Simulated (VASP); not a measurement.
# O (Fmmm) in VASP: settings compared

O is run at these levels: LDA, PBEsol, r2SCAN; tasks: electric field gradients.

All numbers are computed with VASP 6.6.1; they aren't measurements. Logs are shortened: lines on timing, memory, paths and dates and some standing lists are left out, and cuts for length are marked.

## 1. The cell of the first run

It takes space group Fmmm (No. 69, orthorhombic). The conventional cell has a = 2.957 Å, b = 4.215 Å, c = 6.690 Å, α = 90.00°, β = 90.00°, γ = 90.00°. Within 1.6 Å of O (site symmetry mm2) lie 1 O at 1.17 Å.

## 2. Electric field gradients, LDA

INCAR

```
  PREC = Accurate
  ENCUT = 520
  EDIFF = 1E-8
  ISMEAR = -1
  SIGMA = 0.01
  LREAL = False
  LASPH = True
  NELM = 100
  ALGO = Normal
  ISIF = 2
  LWAVE = False
  LCHARG = False
  GGA = CA
  LEFG = True
  NBANDS = 13
```

KPOINTS

```
regular mesh
0
Gamma
  12 12 12
```

POSCAR

```
O
1.0
    0.0000000000      2.1075500000      3.3448500000
    1.4783500000      0.0000000000      3.3448500000
    1.4783500000      2.1075500000      0.0000000000
O
2
Direct
    0.0871000000      0.0871000000      0.9129000000
    0.9129000000      0.9129000000      0.0871000000
```

Potentials or basis: VASP PAW LDA potentials, release 64 (O).

Started as:

```sh
$ cat potpaw_LDA.64/O/POTCAR > POTCAR
$ mpirun -np 1 vasp_std > vasp.out
```

OUTCAR:

```text
PREC = Accurate
   ENCUT = 520
   EDIFF = 1E-8
   ISMEAR = -1
   LREAL = False
   LASPH = True
   NELM = 100
   ISIF = 2
   GGA = CA

 ion  position               nearest neighbor table
   1  0.087  0.087  0.913-   2 1.17
   2  0.913  0.913  0.087-   1 1.17

  LATTYP: Found a face centered orthorhombic cell.
 ALAT       =     2.9567000000
 B/A-ratio  =     1.4256096324
 C/A-ratio  =     2.2625562282

  Lattice vectors:

 A1 = (   0.0000000000,   2.1075500000,   3.3448500000)
 A2 = (   1.4783500000,   0.0000000000,   3.3448500000)
 A3 = (   1.4783500000,   2.1075500000,   0.0000000000)

Analysis of symmetry for initial positions (statically):
=====================================================================
 Subroutine PRICEL returns:
 Original cell was already a primitive cell.

 Routine SETGRP: Setting up the symmetry group for a
 face centered orthorhombic supercell.

 Subroutine GETGRP returns: Found  8 space group operations
 (whereof  8 operations were pure point group operations)
 out of a pool of  8 trial point group operations.

The static configuration has the point symmetry D_2h.

Analysis of symmetry for dynamics (positions and initial velocities):
=====================================================================
 Subroutine PRICEL returns:
 Original cell was already a primitive cell.

 Routine SETGRP: Setting up the symmetry group for a
 face centered orthorhombic supercell.

 Subroutine GETGRP returns: Found  8 space group operations
 (whereof  8 operations were pure point group operations)
 out of a pool of  8 trial point group operations.

The dynamic configuration has the point symmetry D_2h.

 Subroutine INISYM returns: Found  8 space group operations
 (whereof  8 operations are pure point group operations),
 and found     1 'primitive' translations

----------------------------------------------------------------------------------------

                                     Primitive cell

  volume of cell :      20.8431

  direct lattice vectors                    reciprocal lattice vectors
     0.000000000  2.107550000  3.344850000    -0.338214902  0.237242296  0.149483534
     1.478350000  0.000000000  3.344850000     0.338214902 -0.237242296  0.149483534
     1.478350000  2.107550000  0.000000000     0.338214902  0.237242296 -0.149483534

  length of vectors
     3.953452735  3.656985131  2.574351515     0.439338769  0.439338769  0.439338769

  position of ions in fractional coordinates (direct lattice)
     0.087100000  0.087100000  0.912900000
     0.912900000  0.912900000  0.087100000

  ion indices of the primitive-cell ions
   primitive index   ion index
                 1           1
                 2           2

----------------------------------------------------------------------------------------

 KPOINTS: regular mesh

Automatic generation of k-mesh.
 Grid dimensions read from file:
 generate k-points for:   12   12   12

 Generating k-lattice:

  Cartesian coordinates                     Fractional coordinates (reciprocal lattice)
    -0.028184575  0.019770191  0.012456961     0.083333333  0.000000000  0.000000000
     0.028184575 -0.019770191  0.012456961     0.000000000  0.083333333  0.000000000
     0.028184575  0.019770191 -0.012456961    -0.000000000 -0.000000000  0.083333333

  Length of vectors
     0.036611564  0.036611564  0.036611564

  Shift w.r.t. Gamma in fractional coordinates (k-lattice)
     0.000000000  0.000000000  0.000000000

 Subroutine IBZKPT returns following result:
 ===========================================

 Found    280 irreducible k-points:

 Following reciprocal coordinates:
            Coordinates               Weight
  0.000000  0.000000  0.000000      1.000000
  0.083333 -0.000000 -0.000000      8.000000
  0.166667  0.000000  0.000000      8.000000
  0.250000  0.000000  0.000000      8.000000
  0.333333 -0.000000  0.000000      8.000000
  0.416667  0.000000  0.000000      8.000000
[... 16 lines left out ...]
  0.500000  0.166667  0.000000      8.000000
 -0.416667  0.166667  0.000000      8.000000
 [... further k-points ...]
   k-points           NKPTS =    280   k-points in BZ     NKDIM =    280   number of bands    NBANDS=     13
   number of dos      NEDOS =    301   number of ions     NIONS =      2
   total plane-waves  NPLWV =  16800
   dimension x,y,z NGX =    30 NGY =   28 NGZ =   20
   dimension x,y,z NGXF=    60 NGYF=   56 NGZF=   40
   ions per type =               2
   NGX,Y,Z   is equivalent  to a cutoff of  12.62, 12.73, 12.92 a.u.
   NGXF,Y,Z  is equivalent  to a cutoff of  25.23, 25.46, 25.83 a.u.
 SYSTEM =  unknown system
   PREC   = accura    normal or accurate (medium, high low for compatibility)
   ISTART =      0    job   : 0-new  1-cont  2-samecut
   ICHARG =      2    charge: 1-file 2-atom 10-const
   ISPIN  =      1    spin polarized calculation?
   LNONCOLLINEAR =      F non collinear calculations
   LSORBIT =      F    spin-orbit coupling
   LASPH  =      T    aspherical Exc in radial PAW
   ENCUT  =  520.0 eV  38.22 Ry    6.18 a.u.   7.35  6.80  4.79*2*pi/ulx,y,z
   NELM   =    100;   NELMIN=  2; NELMDL= -5     # of ELM steps
   EDIFF  = 0.1E-07   stopping-criterion for ELM
   LREAL  =      F    real-space projection
   EDIFFG = 0.1E-06   stopping-criterion for IOM
   NSW    =      0    number of steps for IOM
   IBRION =     -1    ionic relax: 0-MD 1-quasi-New 2-CG
   NFREE  =      0    steps in history (QN), initial steepest desc. (CG)
   ISIF   =      2    stress and relaxation
   ISYM   =      2    0-nonsym 1-usesym 2-fastsym
   POTIM  = 0.5000    time-step for ionic-motion
   TEBEG  =    0.0;   TEEND  =   0.0 temperature during run
   PSTRESS=    0.0 pullay stress
   NELECT =      12.0000    total number of electrons
   NUPDOWN=      -1.0000    fix difference up-down
   EMIN   =  10.00;   EMAX   =-10.00  energy-range for DOS
   EFERMI =   0.00;   METHOD = LEGACY
   ISMEAR =    -1;   SIGMA  =   0.01  broadening in eV -4-tet -1-fermi 0-gaus
   EFERMI_NEDOS =   21; number of points for ismear=-14 and -15
   IALGO  =     38    algorithm
   IMIX   =      4    mixing-type and parameters
     AMIX     =   0.40;   BMIX     =  1.00
     AMIX_MAG =   1.60;   BMIX_MAG =  1.00
  volume/ion in A,a.u.               =      10.42        70.33
  Fermi-wavevector in a.u.,A,eV,Ry     =   1.361909  2.573634 25.236021  1.854795
  Thomas-Fermi vector in A             =   2.488444
   LORBIT       =      0    0 simple, 1 ext, 2 COOP (PROOUT), +10 PAW based schemes
   GGA     = CA    functional components
   LHFCALC =     F    Hartree Fock is set to
   AEXX    =    0.0000 exact exchange contribution
   IVDW    =     0    specifies the selected vdW correction
   LEPSILON=     F    determine dielectric tensor
   LRPA    =     F    only Hartree local field effects (RPA)
 non-spin polarized calculation
  energy-cutoff  :      520.00
  volume of cell :       20.84
 maximum number of plane-waves:       582
 NGX is ok and might be reduce to    30
   NGX = 15   NGY = 13   NGZ =  9

 number of electron      12.0000001 magnetization

 Free energy of the ion-electron system (eV)
  ---------------------------------------------------
  ext. energy  EPLUGINS =         0.00000000
  ---------------------------------------------------
  free energy    TOTEN  =       -10.67147386 eV

  energy without entropy =      -10.67101127  energy(sigma->0) =      -10.67124257

 E-fermi :   1.1300     XC(G=0): -10.6311

 val. band max:        1.1272684884   @ k =   0.3333   0.5000   0.1667
 cond. band min:       1.1320839667   @ k =   0.4167   0.1667   0.2500
 fundamental gap:      0.0048154783
 Fermi energy:         1.1299774410

 k-point     1 :       0.0000    0.0000    0.0000
  band No.  band energies     occupation
      1     -27.5265      2.00000
      2     -12.4436      2.00000
      3      -8.5633      2.00000
      4      -5.4808      2.00000
      5      -5.1619      2.00000
      6       1.7354      0.00000
      7       2.3031      0.00000
      8      10.1318      0.00000
      9      13.1027      0.00000
     10      16.0044      0.00000
     11      20.5631      0.00000
     12      21.4589      0.00000
     13      25.8319      0.00000
[... 353 lines left out ...]
 k-point    24 :      -0.4167    0.1667    0.0000
  band No.  band energies     occupation
      1     -27.0076      2.00000
      2     -12.6259      2.00000
      3      -8.3258      2.00000
      4      -6.3726      2.00000
      5      -5.5219      2.00000
      6      -0.1385      2.00000
      7       2.0929      0.00000
      8      11.4725      0.00000
      9      14.5317      0.00000
     10      15.5524      0.00000
     11      17.3352      0.00000
     12      20.5067      0.00000
     13      25.6144      0.00000

 [... further k-points ...]
[... 5 lines left out ...]
  --------------------------------------------------------------------------------------
  -------------------------------------------------------------------------------------
  Total       -1.1851128     -1.8956605      6.3124558      0.0000000      0.0000000      0.0000000
  in kB      -91.0979212   -145.7167092    485.2294338      0.0000000      0.0000000      0.0000000
  external PRESSURE =      82.8049344 kB  Pullay stress =       0.0000000 kB

 VOLUME and BASIS-vectors are now :
 -----------------------------------------------------------------------------
  energy-cutoff  :      520.00
  volume of cell :       20.84
      direct lattice vectors                 reciprocal lattice vectors
     0.000000000  2.107550000  3.344850000    -0.338214902  0.237242296  0.149483534
     1.478350000  0.000000000  3.344850000     0.338214902 -0.237242296  0.149483534
     1.478350000  2.107550000  0.000000000     0.338214902  0.237242296 -0.149483534

 POSITION                                       TOTAL-FORCE (eV/Angst)
 -----------------------------------------------------------------------------------
      1.47835      2.10755      0.58267         0.000000      0.000000      4.998683
      1.47835      2.10755      6.10703         0.000000      0.000000     -4.998683
 -----------------------------------------------------------------------------------
    total drift:                                0.000000      0.000000      0.000000

  FREE ENERGIE OF THE ION-ELECTRON SYSTEM (eV)
  ---------------------------------------------------
  free  energy   TOTEN  =       -10.6714738626 eV

  energy  without entropy=      -10.6710112741  energy(sigma->0) =      -10.67124257

 Electric field gradients (V/A^2)
---------------------------------------------------------------------
 ion       V_xx      V_yy      V_zz      V_xy      V_xz      V_yz
---------------------------------------------------------------------
   1     -60.195   -49.811   110.007    -0.000     0.003     0.002
   2     -60.195   -49.811   110.007    -0.000     0.003     0.002
---------------------------------------------------------------------

 Electric field gradients after diagonalization (V/A^2)
 (convention: |V_zz| > |V_xx| > |V_yy|)
----------------------------------------------------------------------
 ion       V_xx      V_yy      V_zz     asymmetry (V_yy - V_xx)/ V_zz
----------------------------------------------------------------------
   1     -60.195   -49.811   110.007       0.094
   2     -60.195   -49.811   110.007       0.094
----------------------------------------------------------------------

           NMR quadrupolar parameters

 Cq : quadrupolar parameter    Cq=e*Q*V_zz/h
 eta: asymmetry parameters     (V_yy - V_xx)/ V_zz
 Q  : nuclear electric quadrupole moment in mb (millibarn)
----------------------------------------------------------------------
 ion       Cq(MHz)       eta       Q (mb)
----------------------------------------------------------------------
   1       0.266       0.094       1.000
   2       0.266       0.094       1.000
----------------------------------------------------------------------
```

It took 2.2 min on 1 thread of Intel Xeon 8259CL, shared host; peak memory 0.17 GiB.

Results:

```
Free energy                             : -10.6715 eV
Pressure                                : 8.3 GPa
Largest force                           : 4.999 eV/Å
Band gap on the k mesh                  : zero (bands 6 and 7 overlap by 1.80 eV)
Largest electric field gradient by atom : O +110.0 V/Å²
```

Forces on the atoms (eV/Å):
```
O    0.000  0.000  4.999
O    0.000  0.000 -4.999
```

Electric field gradients, principal values (V/Å²):
| atom | least | middle | greatest (by size) |
| --- | --- | --- | --- |
| 1 O | -49.811 | -60.195 | 110.007 |
| 2 O | -49.811 | -60.195 | 110.007 |

Caveat: the standard files for N, O and F lose accuracy on very short bonds; spin is off for a triplet molecule; the stress differs along the axes, from -15 to 49 GPa; without QUAD_EFG the Cq values of the log hold for a quadrupole moment of 1 mb, not for the nuclei; forces of over 1 eV/Å act on the atoms, so gaps and moduli don't describe the material at rest.

[end of part 1 of 3]
